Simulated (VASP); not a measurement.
# BAs (F-43m) in VASP: a series of runs, part 2 of 3

VASP 6.6.1.

## Step 4: Electric field gradients, LDA (13.49 Å³/atom)

This run uses another cell than the first one, of 13.49 Å³/atom.

Contents of INCAR:

```
PREC = Accurate ; ENCUT = 520
EDIFF = 1E-8 ; ISMEAR = -1
SIGMA = 0.05 ; LREAL = False
LASPH = True ; NELM = 100
ALGO = Normal ; ISIF = 2
LWAVE = False ; LCHARG = False
LEFG = True ; NBANDS = 11
```

Contents of KPOINTS:

```
Automatic mesh
0
Gamma
  13 13 13
```

Contents of POSCAR:

```
BAs
1.0
    0.0000000000      2.3805116460      2.3805116460
    2.3805116460      0.0000000000      2.3805116460
    2.3805116460      2.3805116460      0.0000000000
B As
1 1
Direct
    0.0000000000      0.0000000000      0.0000000000
    0.7500000000      0.7500000000      0.7500000000
```

Potentials or basis: VASP PAW LDA potentials, release 64 (B, As).

Started as:

```
$ cat potpaw_LDA.64/B/POTCAR potpaw_LDA.64/As/POTCAR > POTCAR
$ mpirun -np 1 vasp_std > vasp.out
```

OUTCAR:

```text
PREC = Accurate
   ENCUT = 520
   EDIFF = 1E-8
   ISMEAR = -1
   LREAL = False
   LASPH = True
   NELM = 100
   ISIF = 2

 ion  position               nearest neighbor table
   1  0.000  0.000  0.000-   2 2.06   2 2.06   2 2.06   2 2.06
   2  0.750  0.750  0.750-   1 2.06   1 2.06   1 2.06   1 2.06

  LATTYP: Found a face centered cubic cell.
 ALAT       =     4.7610232920

  Lattice vectors:

 A1 = (   0.0000000000,   2.3805116460,   2.3805116460)
 A2 = (   2.3805116460,   0.0000000000,   2.3805116460)
 A3 = (   2.3805116460,   2.3805116460,   0.0000000000)

Analysis of symmetry for initial positions (statically):
=====================================================================
 Subroutine PRICEL returns:
 Original cell was already a primitive cell.

 Routine SETGRP: Setting up the symmetry group for a
 face centered cubic supercell.

 Subroutine GETGRP returns: Found 24 space group operations
 (whereof 24 operations were pure point group operations)
 out of a pool of 48 trial point group operations.

The static configuration has the point symmetry T_d .

Analysis of symmetry for dynamics (positions and initial velocities):
=====================================================================
 Subroutine PRICEL returns:
 Original cell was already a primitive cell.

 Routine SETGRP: Setting up the symmetry group for a
 face centered cubic supercell.

 Subroutine GETGRP returns: Found 24 space group operations
 (whereof 24 operations were pure point group operations)
 out of a pool of 48 trial point group operations.

The dynamic configuration has the point symmetry T_d .

[... 161 lines left out ...]
      7       9.5329      0.00000
      8      11.0918      0.00000
      9      15.6777      0.00000
     10      19.3452      0.00000
     11      19.3452      0.00000
[... 309 lines left out ...]
 k-point    24 :       0.4615    0.1538    0.0000
  band No.  band energies     occupation
      1      -6.4423      2.00000
      2      -1.6012      2.00000
      3       2.9744      2.00000
      4       3.6974      2.00000
      5       9.3184      0.00000
      6      11.6319      0.00000
      7      12.5582      0.00000
      8      14.1502      0.00000
      9      17.8993      0.00000
     10      20.2777      0.00000
     11      21.2996      0.00000

 [... further k-points ...]
[... 5 lines left out ...]
  --------------------------------------------------------------------------------------
  -------------------------------------------------------------------------------------
  Total       -0.2867576     -0.2867576     -0.2867576     -0.0000000      0.0000000      0.0000000
  in kB      -17.0288185    -17.0288185    -17.0288185     -0.0000000      0.0000000      0.0000000
  external PRESSURE =     -17.0288185 kB  Pullay stress =       0.0000000 kB

 VOLUME and BASIS-vectors are now :
 -----------------------------------------------------------------------------
  energy-cutoff  :      520.00
  volume of cell :       26.98
      direct lattice vectors                 reciprocal lattice vectors
     0.000000000  2.380511646  2.380511646    -0.210038880  0.210038880  0.210038880
     2.380511646  0.000000000  2.380511646     0.210038880 -0.210038880  0.210038880
     2.380511646  2.380511646  0.000000000     0.210038880  0.210038880 -0.210038880

 POSITION                                       TOTAL-FORCE (eV/Angst)
 -----------------------------------------------------------------------------------
      0.00000      0.00000      0.00000         0.000000      0.000000      0.000000
      3.57077      3.57077      3.57077        -0.000000     -0.000000     -0.000000
 -----------------------------------------------------------------------------------
    total drift:                                0.000000      0.000000      0.000000

  FREE ENERGIE OF THE ION-ELECTRON SYSTEM (eV)
  ---------------------------------------------------
  free  energy   TOTEN  =       -12.9252664389 eV

  energy  without entropy=      -12.9252663551  energy(sigma->0) =      -12.92526640

 Electric field gradients (V/A^2)
---------------------------------------------------------------------
 ion       V_xx      V_yy      V_zz      V_xy      V_xz      V_yz
---------------------------------------------------------------------
   1      -0.000    -0.000     0.000     0.000     0.000     0.000
   2       0.000    -0.000     0.000     0.000     0.000     0.000
---------------------------------------------------------------------

 Electric field gradients after diagonalization (V/A^2)
 (convention: |V_zz| > |V_xx| > |V_yy|)
----------------------------------------------------------------------
 ion       V_xx      V_yy      V_zz     asymmetry (V_yy - V_xx)/ V_zz
----------------------------------------------------------------------
   1      -0.000    -0.000     0.000       0.000
   2      -0.000    -0.000     0.000       0.000
----------------------------------------------------------------------

           NMR quadrupolar parameters

 Cq : quadrupolar parameter    Cq=e*Q*V_zz/h
 eta: asymmetry parameters     (V_yy - V_xx)/ V_zz
 Q  : nuclear electric quadrupole moment in mb (millibarn)
----------------------------------------------------------------------
 ion       Cq(MHz)       eta       Q (mb)
----------------------------------------------------------------------
   1       0.000       0.000       1.000
   2       0.000       0.000       1.000
----------------------------------------------------------------------
```

It took 27 s on 1 thread of Intel Xeon 6975P-C (Granite Rapids), shared host; peak memory 0.15 GiB.

Results:

```yaml
Free_energy: -12.9253 eV
Pressure: -1.7 GPa
Band_gap_on_the_k_mesh: 1.12 eV (least direct gap 3.26 eV)
Largest_electric_field_gradient_by_atom: zero within the noise of the run
```

Levels at points of the mesh, in eV from the valence-band top:
```csv
k point,band 2,band 3,band 4,band 5,band 6,band 7
"(0.00, 0.00, 0.00)",0.00,0.00,0.00,3.26,3.26,3.26
```

Caveat: an odd mesh through Γ misses points on the zone boundary, where band edges can lie.

## Step 5: Electric field gradients, LDA (13.76 Å³/atom)

This run uses another cell than the first one, of 13.76 Å³/atom.

Contents of INCAR:

```
SYSTEM = BAs
PREC     = Accurate       ! precision mode
ENCUT    = 520            ! plane-wave cutoff, eV
EDIFF    = 1E-8           ! SCF threshold, eV
ISMEAR   = -1             ! smearing method
SIGMA    = 0.05           ! smearing width, eV
LREAL    = .FALSE.        ! projectors in reciprocal space
LASPH    = .TRUE.         ! aspherical terms in the spheres
NELM     = 80             ! most SCF steps
ALGO     = Normal         ! electronic algorithm
ISIF     = 2              ! what is computed and relaxed
LWAVE    = .FALSE.        ! write WAVECAR
LCHARG   = .FALSE.        ! write CHGCAR
LEFG     = .TRUE.       
NBANDS   = 11             ! bands
```

Contents of KPOINTS:

```
regular mesh
0
G
  13 13 13
  0 0 0
```

Contents of POSCAR:

```
BAs
1.0
    0.0000000000      2.3964352742      2.3964352742
    2.3964352742      0.0000000000      2.3964352742
    2.3964352742      2.3964352742      0.0000000000
B As
1 1
Direct
    0.0000000000      0.0000000000      0.0000000000
    0.7500000000      0.7500000000      0.7500000000
```

Potentials or basis: VASP PAW LDA potentials, release 64 (B, As).

Started as:

```
$ cat potpaw_LDA.64/B/POTCAR potpaw_LDA.64/As/POTCAR > POTCAR
$ mpirun -np 1 vasp_std > vasp.out
```

OUTCAR:

```text
SYSTEM = BAs
   PREC = Accurate
   ENCUT = 520
   EDIFF = 1E-8
   ISMEAR = -1
   LREAL = .FALSE.
   LASPH = .TRUE.
   NELM = 80
   ISIF = 2

 ion  position               nearest neighbor table
   1  0.000  0.000  0.000-   2 2.08   2 2.08   2 2.08   2 2.08
   2  0.750  0.750  0.750-   1 2.08   1 2.08   1 2.08   1 2.08

  LATTYP: Found a face centered cubic cell.
 ALAT       =     4.7928705484

  Lattice vectors:

 A1 = (   0.0000000000,   2.3964352742,   2.3964352742)
 A2 = (   2.3964352742,   0.0000000000,   2.3964352742)
 A3 = (   2.3964352742,   2.3964352742,   0.0000000000)

Analysis of symmetry for initial positions (statically):
=====================================================================
 Subroutine PRICEL returns:
 Original cell was already a primitive cell.

 Routine SETGRP: Setting up the symmetry group for a
 face centered cubic supercell.

 Subroutine GETGRP returns: Found 24 space group operations
 (whereof 24 operations were pure point group operations)
 out of a pool of 48 trial point group operations.

The static configuration has the point symmetry T_d .

Analysis of symmetry for dynamics (positions and initial velocities):
=====================================================================
 Subroutine PRICEL returns:
 Original cell was already a primitive cell.

 Routine SETGRP: Setting up the symmetry group for a
 face centered cubic supercell.

 Subroutine GETGRP returns: Found 24 space group operations
 (whereof 24 operations were pure point group operations)
 out of a pool of 48 trial point group operations.

The dynamic configuration has the point symmetry T_d .

 Subroutine INISYM returns: Found 24 space group operations
 (whereof 24 operations are pure point group operations),
 and found     1 'primitive' translations

----------------------------------------------------------------------------------------

                                     Primitive cell

  volume of cell :      27.5250

  direct lattice vectors                    reciprocal lattice vectors
     0.000000000  2.396435274  2.396435274    -0.208643232  0.208643232  0.208643232
     2.396435274  0.000000000  2.396435274     0.208643232 -0.208643232  0.208643232
     2.396435274  2.396435274  0.000000000     0.208643232  0.208643232 -0.208643232

  length of vectors
     3.389071266  3.389071266  3.389071266     0.361380678  0.361380678  0.361380678

  position of ions in fractional coordinates (direct lattice)
     0.000000000  0.000000000  0.000000000
     0.750000000  0.750000000  0.750000000

  ion indices of the primitive-cell ions
   primitive index   ion index
                 1           1
                 2           2

----------------------------------------------------------------------------------------

 KPOINTS: regular mesh

Automatic generation of k-mesh.
 Grid dimensions read from file:
 generate k-points for:   13   13   13

 Generating k-lattice:
[... 71 lines left out ...]
   TEBEG  =    0.0;   TEEND  =   0.0 temperature during run
   PSTRESS=    0.0 pullay stress
   NELECT =       8.0000    total number of electrons
   NUPDOWN=      -1.0000    fix difference up-down
   EMIN   =  10.00;   EMAX   =-10.00  energy-range for DOS
   EFERMI =   0.00;   METHOD = LEGACY
   ISMEAR =    -1;   SIGMA  =   0.05  broadening in eV -4-tet -1-fermi 0-gaus
   EFERMI_NEDOS =   21; number of points for ismear=-14 and -15
   IALGO  =     38    algorithm
   IMIX   =      4    mixing-type and parameters
     AMIX     =   0.40;   BMIX     =  1.00
     AMIX_MAG =   1.60;   BMIX_MAG =  1.00
  volume/ion in A,a.u.               =      13.76        92.87
  Fermi-wavevector in a.u.,A,eV,Ry     =   1.084416  2.049249 15.999872  1.175957
  Thomas-Fermi vector in A             =   2.220505
   LORBIT       =      0    0 simple, 1 ext, 2 COOP (PROOUT), +10 PAW based schemes
   GGA     = CA    functional components
   LHFCALC =     F    Hartree Fock is set to
   AEXX    =    0.0000 exact exchange contribution
   IVDW    =     0    specifies the selected vdW correction
   LEPSILON=     F    determine dielectric tensor
   LRPA    =     F    only Hartree local field effects (RPA)
 non-spin polarized calculation
  energy-cutoff  :      520.00
  volume of cell :       27.52
 maximum number of plane-waves:       751
 NGX is ok and might be reduce to    28
   NGX = 13   NGY = 13   NGZ = 13

 number of electron       8.0000000 magnetization

 Free energy of the ion-electron system (eV)
  ---------------------------------------------------
  ext. energy  EPLUGINS =         0.00000000
  ---------------------------------------------------
  free energy    TOTEN  =       -12.91494884 eV

  energy without entropy =      -12.91494877  energy(sigma->0) =      -12.91494881

 E-fermi :   6.5963     XC(G=0): -10.7427

 val. band max:        6.0448853726   @ k =   0.0000   0.0000   0.0000
 cond. band min:       7.1812777156   @ k =   0.3846   0.3846   0.0000
 fundamental gap:      1.1363923431
 Fermi energy:         6.5963139481

 k-point     1 :       0.0000    0.0000    0.0000
  band No.  band energies     occupation
      1      -9.2419      2.00000
      2       6.0449      1.99997
      3       6.0449      1.99997
      4       6.0449      1.99997
      5       9.2815      0.00000
      6       9.2815      0.00000
      7       9.2815      0.00000
      8      10.6109      0.00000
      9      15.3520      0.00000
     10      19.0365      0.00000
     11      19.0365      0.00000
[... 309 lines left out ...]
 k-point    24 :       0.4615    0.1538    0.0000
  band No.  band energies     occupation
      1      -6.5495      2.00000
      2      -1.7110      2.00000
      3       2.7973      2.00000
      4       3.5239      2.00000
      5       9.0602      0.00000
      6      11.3105      0.00000
      7      12.2722      0.00000
      8      13.8433      0.00000
      9      17.5716      0.00000
     10      19.8953      0.00000
     11      20.9222      0.00000

 [... further k-points ...]
[... 5 lines left out ...]
  --------------------------------------------------------------------------------------
  -------------------------------------------------------------------------------------
  Total       -0.7555772     -0.7555772     -0.7555772      0.0000000      0.0000000      0.0000000
  in kB      -43.9807214    -43.9807214    -43.9807214      0.0000000      0.0000000      0.0000000
  external PRESSURE =     -43.9807214 kB  Pullay stress =       0.0000000 kB

 VOLUME and BASIS-vectors are now :
 -----------------------------------------------------------------------------
  energy-cutoff  :      520.00
  volume of cell :       27.52
      direct lattice vectors                 reciprocal lattice vectors
     0.000000000  2.396435274  2.396435274    -0.208643232  0.208643232  0.208643232
     2.396435274  0.000000000  2.396435274     0.208643232 -0.208643232  0.208643232
     2.396435274  2.396435274  0.000000000     0.208643232  0.208643232 -0.208643232

 POSITION                                       TOTAL-FORCE (eV/Angst)
 -----------------------------------------------------------------------------------
      0.00000      0.00000      0.00000         0.000000      0.000000      0.000000
      3.59465      3.59465      3.59465        -0.000000     -0.000000     -0.000000
 -----------------------------------------------------------------------------------
    total drift:                                0.000000      0.000000      0.000000

  FREE ENERGIE OF THE ION-ELECTRON SYSTEM (eV)
  ---------------------------------------------------
  free  energy   TOTEN  =       -12.9149488422 eV

  energy  without entropy=      -12.9149487700  energy(sigma->0) =      -12.91494881

 Electric field gradients (V/A^2)
---------------------------------------------------------------------
 ion       V_xx      V_yy      V_zz      V_xy      V_xz      V_yz
---------------------------------------------------------------------
   1       0.000     0.000     0.000     0.000     0.000     0.000
   2       0.000    -0.000    -0.000     0.000     0.000     0.000
---------------------------------------------------------------------

 Electric field gradients after diagonalization (V/A^2)
 (convention: |V_zz| > |V_xx| > |V_yy|)
----------------------------------------------------------------------
 ion       V_xx      V_yy      V_zz     asymmetry (V_yy - V_xx)/ V_zz
----------------------------------------------------------------------
   1      -0.000    -0.000     0.000       0.000
   2      -0.000    -0.000     0.000       0.000
----------------------------------------------------------------------

           NMR quadrupolar parameters

 Cq : quadrupolar parameter    Cq=e*Q*V_zz/h
 eta: asymmetry parameters     (V_yy - V_xx)/ V_zz
 Q  : nuclear electric quadrupole moment in mb (millibarn)
----------------------------------------------------------------------
 ion       Cq(MHz)       eta       Q (mb)
----------------------------------------------------------------------
   1       0.000       0.000       1.000
   2       0.000       0.000       1.000
----------------------------------------------------------------------
```

Run time: 25 s. Hardware: 1 thread of Intel Xeon 6975P-C (Granite Rapids), shared host; peak memory 0.15 GiB.

Results:

```
Free energy                             : -12.9149 eV
Pressure                                : -4.4 GPa
Band gap on the k mesh                  : 1.14 eV (least direct gap 3.24 eV)
Largest electric field gradient by atom : zero within the noise of the run
```

Caveat: the cell stands under tension; an odd mesh through Γ misses points on the zone boundary, where band edges can lie.

(Continued in part 3 of 3.)
